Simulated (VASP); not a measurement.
# Ni (Fm-3m) in VASP: single point with PBE

Aim: the single point of Ni with PBE.

All numbers are computed with VASP 6.6.1; they aren't measurements. Logs are shortened: lines on timing, memory, paths and dates and some standing lists are left out, and cuts for length are marked.

### Step 1. The cell of the first run

Symmetry: Fm-3m, No. 225, cubic system. Conventional cell: a = 3.521 Å, b = 3.521 Å, c = 3.521 Å, α = 90.00°, β = 90.00°, γ = 90.00°. Within 3.3 Å of Ni (site symmetry m-3m) lie 12 Ni at 2.49 Å.

### Step 2. Single point, PBE, collinear spin, ferromagnetic start

Contents of INCAR:

```
ALGO     = Normal         # electronic algorithm
EDIFF    = 1E-7           # SCF threshold, eV
ENCUT    = 520            # plane-wave cutoff, eV
GGA      = PE             # functional
ISIF     = 2              # what is computed and relaxed
ISMEAR   = -1             # smearing method
ISPIN    = 2              # spin polarisation
LASPH    = True           # aspherical terms in the spheres
LCHARG   = True           # write CHGCAR
LELF     = True           # ELF
LMAXMIX  = 4              # l up to which the mixer works
LORBIT   = 11             # projections on sites
LREAL    = False          # projectors in reciprocal space
LVHAR    = True         
LWAVE    = False          # write WAVECAR
MAGMOM   = 1 1            # initial moments
NBANDS   = 21             # bands
NELM     = 150            # most SCF steps
PREC     = Accurate       # precision mode
SIGMA    = 0.1            # smearing width, eV
```

Contents of KPOINTS:

```
k-points
0
Gamma
  16 16 12
```

Contents of POSCAR:

```
Ni
1.0
    1.7602627090      1.7602627090      0.0000000000
   -1.7602627090      1.7602627090      0.0000000000
    0.0000000000      0.0000000000      3.5205254179
Ni
2
Direct
    0.0000000000      0.0000000000      0.0000000000
    0.5000000000      0.5000000000      0.5000000000
```

Potentials or basis: VASP PAW PBE potentials, release 64 (Ni).

On the command line:

```sh
$ cat potpaw_PBE.64/Ni/POTCAR > POTCAR
$ mpirun -np 1 vasp_std > vasp.out
```

OUTCAR:

```text
EDIFF = 1E-7
   ENCUT = 520
   GGA = PE
   ISIF = 2
   ISMEAR = -1
   ISPIN = 2
   LASPH = True
   LORBIT = 11
   LREAL = False
   NELM = 150
   PREC = Accurate

 ion  position               nearest neighbor table
   1  0.000  0.000  0.000-   2 2.49   2 2.49   2 2.49   2 2.49   2 2.49   2 2.49   2 2.49   2 2.49

   2  0.500  0.500  0.500-   1 2.49   1 2.49   1 2.49   1 2.49   1 2.49   1 2.49   1 2.49   1 2.49

  LATTYP: Found a simple tetragonal cell.
 ALAT       =     2.4893873964
 C/A-ratio  =     1.4142135623

  Lattice vectors:

 A1 = (   1.7602627090,   1.7602627090,   0.0000000000)
 A2 = (  -1.7602627090,   1.7602627090,   0.0000000000)
 A3 = (   0.0000000000,   0.0000000000,   3.5205254179)

Analysis of symmetry for initial positions (statically):
=====================================================================
 Subroutine PRICEL returns following result:

  LATTYP: Found a face centered cubic cell.
 ALAT       =     3.5205254180

  Lattice vectors:

 A1 = (   0.0000000000,  -1.7602627090,  -1.7602627089)
 A2 = (   1.7602627090,   0.0000000000,  -1.7602627089)
 A3 = (   1.7602627090,  -1.7602627090,   0.0000000000)

   2 primitive cells build up your supercell.

 Routine SETGRP: Setting up the symmetry group for a
 simple tetragonal supercell.

 Subroutine GETGRP returns: Found 16 space group operations
 (whereof 16 operations were pure point group operations)
 out of a pool of 16 trial point group operations.

The static configuration has the point symmetry D_4h.

Analysis of symmetry for dynamics (positions and initial velocities):
=====================================================================
 Subroutine PRICEL returns following result:

  LATTYP: Found a face centered cubic cell.
 ALAT       =     3.5205254180

  Lattice vectors:

 A1 = (   0.0000000000,  -1.7602627090,  -1.7602627089)
 A2 = (   1.7602627090,   0.0000000000,  -1.7602627089)
 A3 = (   1.7602627090,  -1.7602627090,   0.0000000000)

   2 primitive cells build up your supercell.

 Routine SETGRP: Setting up the symmetry group for a
 simple tetragonal supercell.

 Subroutine GETGRP returns: Found 16 space group operations
 (whereof 16 operations were pure point group operations)
 out of a pool of 16 trial point group operations.

The dynamic configuration has the point symmetry D_4h.

Analysis of structural, dynamic, and magnetic symmetry:
=====================================================================
 Subroutine PRICEL returns following result:

  LATTYP: Found a face centered cubic cell.
 ALAT       =     3.5205254180

  Lattice vectors:

 A1 = (   0.0000000000,  -1.7602627090,  -1.7602627089)
 A2 = (   1.7602627090,   0.0000000000,  -1.7602627089)
 A3 = (   1.7602627090,  -1.7602627090,   0.0000000000)

   2 primitive cells build up your supercell.

 Routine SETGRP: Setting up the symmetry group for a
 simple tetragonal supercell.

 Subroutine GETGRP returns: Found 16 space group operations
 (whereof 16 operations were pure point group operations)
 out of a pool of 16 trial point group operations.

The overall configuration has the point symmetry D_4h.

 Subroutine INISYM returns: Found 16 space group operations
 (whereof 16 operations are pure point group operations),
 and found     2 'primitive' translations

----------------------------------------------------------------------------------------

                                     Primitive cell

  volume of cell :      10.9084

  direct lattice vectors                    reciprocal lattice vectors
     0.000000000 -1.760262709 -1.760262709    -0.284048510 -0.284048510 -0.284048510
     1.760262709  0.000000000 -1.760262709     0.284048510  0.284048510 -0.284048510
     1.760262709 -1.760262709  0.000000000     0.284048510 -0.284048510  0.284048510

  length of vectors
     2.489387396  2.489387396  2.489387396     0.491986451  0.491986451  0.491986451

  position of ions in fractional coordinates (direct lattice)
     0.000000000  0.000000000  0.000000000

  ion indices of the primitive-cell ions
   primitive index   ion index
                 1           1

----------------------------------------------------------------------------------------

 KPOINTS: k-points

Automatic generation of k-mesh.
 Grid dimensions read from file:
 generate k-points for:   16   16   12

 Generating k-lattice:

  Cartesian coordinates                     Fractional coordinates (reciprocal lattice)
     0.017753032  0.017753032  0.000000000     0.062500000  0.000000000  0.000000000
    -0.017753032  0.017753032  0.000000000     0.000000000  0.062500000  0.000000000
     0.000000000  0.000000000  0.023670709     0.000000000  0.000000000  0.083333333

  Length of vectors
     0.025106578  0.025106578  0.023670709

  Shift w.r.t. Gamma in fractional coordinates (k-lattice)
     0.000000000  0.000000000  0.000000000

 Subroutine IBZKPT returns following result:
 ===========================================

 Found    315 irreducible k-points:

 Following reciprocal coordinates:
            Coordinates               Weight
  0.000000  0.000000  0.000000      1.000000
  0.062500  0.000000  0.000000      4.000000
  0.125000  0.000000  0.000000      4.000000
  0.187500  0.000000  0.000000      4.000000
  0.250000  0.000000  0.000000      4.000000
  0.312500  0.000000  0.000000      4.000000
[... 16 lines left out ...]
  0.437500  0.125000  0.000000      8.000000
  0.500000  0.125000  0.000000      4.000000
 [... further k-points ...]
   k-points           NKPTS =    315   k-points in BZ     NKDIM =    315   number of bands    NBANDS=     21
   number of dos      NEDOS =    301   number of ions     NIONS =      2
   total plane-waves  NPLWV =  11200
   dimension x,y,z NGX =    20 NGY =   20 NGZ =   28
   dimension x,y,z NGXF=    40 NGYF=   40 NGZF=   56
   ions per type =               2
   NGX,Y,Z   is equivalent  to a cutoff of  13.36, 13.36, 13.22 a.u.
   NGXF,Y,Z  is equivalent  to a cutoff of  26.71, 26.71, 26.44 a.u.
 SYSTEM =  unknown system
   PREC   = accura    normal or accurate (medium, high low for compatibility)
   ISTART =      0    job   : 0-new  1-cont  2-samecut
   ICHARG =      2    charge: 1-file 2-atom 10-const
   ISPIN  =      2    spin polarized calculation?
   LNONCOLLINEAR =      F non collinear calculations
   LSORBIT =      F    spin-orbit coupling
   LASPH  =      T    aspherical Exc in radial PAW
   ENCUT  =  520.0 eV  38.22 Ry    6.18 a.u.   4.63  4.63  6.55*2*pi/ulx,y,z
   NELM   =    150;   NELMIN=  2; NELMDL= -5     # of ELM steps
   EDIFF  = 0.1E-06   stopping-criterion for ELM
   LREAL  =      F    real-space projection
   EDIFFG = 0.1E-05   stopping-criterion for IOM
   NSW    =      0    number of steps for IOM
   IBRION =     -1    ionic relax: 0-MD 1-quasi-New 2-CG
   NFREE  =      0    steps in history (QN), initial steepest desc. (CG)
   ISIF   =      2    stress and relaxation
   ISYM   =      2    0-nonsym 1-usesym 2-fastsym
   POTIM  = 0.5000    time-step for ionic-motion
   TEBEG  =    0.0;   TEEND  =   0.0 temperature during run
   PSTRESS=    0.0 pullay stress
   NELECT =      20.0000    total number of electrons
   NUPDOWN=      -1.0000    fix difference up-down
   EMIN   =  10.00;   EMAX   =-10.00  energy-range for DOS
   EFERMI =   0.00;   METHOD = LEGACY
   ISMEAR =    -1;   SIGMA  =   0.10  broadening in eV -4-tet -1-fermi 0-gaus
   EFERMI_NEDOS =   21; number of points for ismear=-14 and -15
   IALGO  =     38    algorithm
   IMIX   =      4    mixing-type and parameters
     AMIX     =   0.40;   BMIX     =  1.00
     AMIX_MAG =   1.60;   BMIX_MAG =  1.00
  volume/ion in A,a.u.               =      10.91        73.61
  Fermi-wavevector in a.u.,A,eV,Ry     =   1.590330  3.005289 34.411183  2.529151
  Thomas-Fermi vector in A             =   2.689042
   LORBIT       =     11    0 simple, 1 ext, 2 COOP (PROOUT), +10 PAW based schemes
   GGA     = PE    functional components
   LHFCALC =     F    Hartree Fock is set to
   AEXX    =    0.0000 exact exchange contribution
   IVDW    =     0    specifies the selected vdW correction
   LEPSILON=     F    determine dielectric tensor
   LRPA    =     F    only Hartree local field effects (RPA)
 spin polarized calculation
  energy-cutoff  :      520.00
  volume of cell :       21.82
 maximum number of plane-waves:       606
 NGX is ok and might be reduce to    20
   NGX =  9   NGY =  9   NGZ = 13

 number of electron      19.9999989 magnetization       1.2203282

 Free energy of the ion-electron system (eV)
  ---------------------------------------------------
  ext. energy  EPLUGINS =         0.00000000
  ---------------------------------------------------
  free energy    TOTEN  =       -10.99660722 eV

  energy without entropy =      -10.88800660  energy(sigma->0) =      -10.94230691

 E-fermi :   9.3268     XC(G=0): -13.2400

 val. band max:        9.3234488705   @ k =   0.4375   0.0000   0.2500
 cond. band min:       9.3304626115   @ k =   0.5000   0.4375   0.0833
 fundamental gap:      0.0070137410
 Fermi energy:         9.3268150489

 spin component 1

 k-point     1 :       0.0000    0.0000    0.0000
  band No.  band energies     occupation
      1       0.3463      1.00000
      2       4.7093      1.00000
      3       5.1740      1.00000
      4       6.9309      1.00000
      5       6.9309      1.00000
      6       6.9314      1.00000
[... 13 lines left out ...]
     20      36.8780      0.00000
     21      36.8781      0.00000

 k-point     2 :       0.0625    0.0000    0.0000
  band No.  band energies     occupation
      1       0.4481      1.00000
      2       4.7620      1.00000
      3       5.2079      1.00000
      4       6.9019      1.00000
      5       6.9518      1.00000
      6       6.9590      1.00000
[... 13 lines left out ...]
     20      36.1458      0.00000
     21      37.0250      0.00000
[... 487 lines left out ...]
      5       6.2893      1.00000
      6       6.7595      1.00000
[... 13 lines left out ...]
     20      36.7421      0.00000
     21      38.0144      0.00000

 k-point    24 :       0.5000    0.1250    0.0000
  band No.  band energies     occupation
      1       5.2464      1.00000
      2       5.2464      1.00000
      3       6.0693      1.00000
      4       6.0693      1.00000
      5       6.5305      1.00000
      6       6.5305      1.00000
[... 13 lines left out ...]
     20      37.4833      0.00000
     21      37.5262      0.00000

 [... further k-points ...]

 spin component 2

 k-point     1 :       0.0000    0.0000    0.0000
  band No.  band energies     occupation
      1       0.3137      1.00000
      2       5.0540      1.00000
      3       5.7643      1.00000
      4       7.6531      1.00000
      5       7.6545      1.00000
      6       7.6545      1.00000
[... 13 lines left out ...]
     20      36.8646      0.00000
     21      36.8653      0.00000

 k-point     2 :       0.0625    0.0000    0.0000
  band No.  band energies     occupation
      1       0.4157      1.00000
      2       5.1090      1.00000
      3       5.7974      1.00000
      4       7.6222      1.00000
      5       7.6765      1.00000
      6       7.6815      1.00000
[... 13 lines left out ...]
     20      36.1550      0.00000
     21      37.0120      0.00000
[... 487 lines left out ...]
      5       6.8259      1.00000
      6       7.3249      1.00000
[... 13 lines left out ...]
     20      36.7581      0.00000
     21      38.0737      0.00000

 k-point    24 :       0.5000    0.1250    0.0000
  band No.  band energies     occupation
      1       5.4358      1.00000
      2       5.4358      1.00000
      3       6.6773      1.00000
      4       6.6773      1.00000
      5       7.0797      1.00000
      6       7.0797      1.00000
[... 13 lines left out ...]
     20      37.5110      0.00000
     21      37.5207      0.00000

 [... further k-points ...]
[... 5 lines left out ...]
  --------------------------------------------------------------------------------------
  -------------------------------------------------------------------------------------
  Total       -0.0127876     -0.0127876     -0.0031153      0.0000000     -0.0000000     -0.0000000
  in kB       -0.9390914     -0.9390914     -0.2287817      0.0000000     -0.0000000     -0.0000000
  external PRESSURE =      -0.7023215 kB  Pullay stress =       0.0000000 kB

 VOLUME and BASIS-vectors are now :
 -----------------------------------------------------------------------------
  energy-cutoff  :      520.00
  volume of cell :       21.82
      direct lattice vectors                 reciprocal lattice vectors
     1.760262709  1.760262709  0.000000000     0.284048510  0.284048510  0.000000000
    -1.760262709  1.760262709  0.000000000    -0.284048510  0.284048510  0.000000000
     0.000000000  0.000000000  3.520525418     0.000000000  0.000000000  0.284048510

 POSITION                                       TOTAL-FORCE (eV/Angst)
 -----------------------------------------------------------------------------------
      0.00000      0.00000      0.00000         0.000000      0.000000     -0.000000
      0.00000      1.76026      1.76026        -0.000000     -0.000000      0.000000
 -----------------------------------------------------------------------------------
    total drift:                               -0.000000      0.000000      0.000000

  FREE ENERGIE OF THE ION-ELECTRON SYSTEM (eV)
  ---------------------------------------------------
  free  energy   TOTEN  =       -10.9966072242 eV

  energy  without entropy=      -10.8880066026  energy(sigma->0) =      -10.94230691

 total charge

# of ion       s       p       d       tot
------------------------------------------
    1        0.496   0.495   8.314   9.305
    2        0.496   0.495   8.314   9.305
--------------------------------------------------
tot          0.993   0.991  16.627  18.611

 magnetization (x)

# of ion       s       p       d       tot
------------------------------------------
    1       -0.006  -0.024   0.652   0.622
    2       -0.006  -0.024   0.652   0.622
--------------------------------------------------
tot         -0.013  -0.048   1.304   1.243
```

It took 8.3 min on 1 thread of Intel Xeon 8259CL, shared host; peak memory 0.3 GiB.

What came out:

* Free energy: -10.9966 eV
* Pressure: -0.1 GPa
* Net moment: 1.22 μB per cell
* Site moments: Ni +0.62 μB
* Valence electrons inside the program's atomic spheres: Ni 9.30

Levels at points of the mesh, in eV from the Fermi level:
Spin up:
```tsv
k point	band 7	band 8	band 9	band 10	band 11	band 12	band 13	band 14	band 15	band 16
(0.00, 0.00, 0.00)	-1.24	-1.24	-0.53	-0.44	-0.44	2.46	9.21	14.81	14.81	19.71
(0.50, 0.00, 0.00)	-1.67	-1.67	-1.36	-1.36	0.98	0.98	11.51	11.51	12.90	12.90
(0.50, 0.50, 0.00)	-0.44	-0.44	-0.44	-0.44	2.46	2.46	9.21	9.21	14.81	14.81
(0.00, 0.00, 0.50)	-1.56	-1.56	-1.56	-1.56	-0.89	-0.89	19.24	19.24	19.24	19.24
(0.50, 0.00, 0.50)	-0.58	-0.58	-0.58	-0.58	-0.28	-0.28	5.67	5.67	22.20	22.20
(0.50, 0.50, 0.50)	-1.30	-1.30	-0.44	-0.44	7.73	7.73	7.73	7.73	9.96	9.96
```
Spin down:
```
           k point  band 6  band 7  band 8  band 9  band 10  band 11  band 12  band 13  band 14  band 15
(0.00, 0.00, 0.00)   -1.67   -0.65   -0.65    0.08     0.39     0.39     2.42     9.45    14.82    14.82
(0.50, 0.00, 0.00)   -2.21   -1.12   -1.12   -0.58    -0.58     1.53     1.53    11.69    11.69    13.01
(0.50, 0.50, 0.00)    0.08    0.39    0.39    0.39     0.39     2.42     2.42     9.45     9.45    14.82
(0.00, 0.00, 0.50)   -1.34   -0.80   -0.80   -0.80    -0.80    -0.29    -0.29    19.31    19.31    19.31
(0.50, 0.00, 0.50)   -1.78   -0.34   -0.34    0.16     0.16     0.16     0.16     6.07     6.07    22.06
(0.50, 0.50, 0.50)   -2.45   -0.75   -0.75    0.39     0.39     7.90     7.90     7.90     7.90    10.12
```
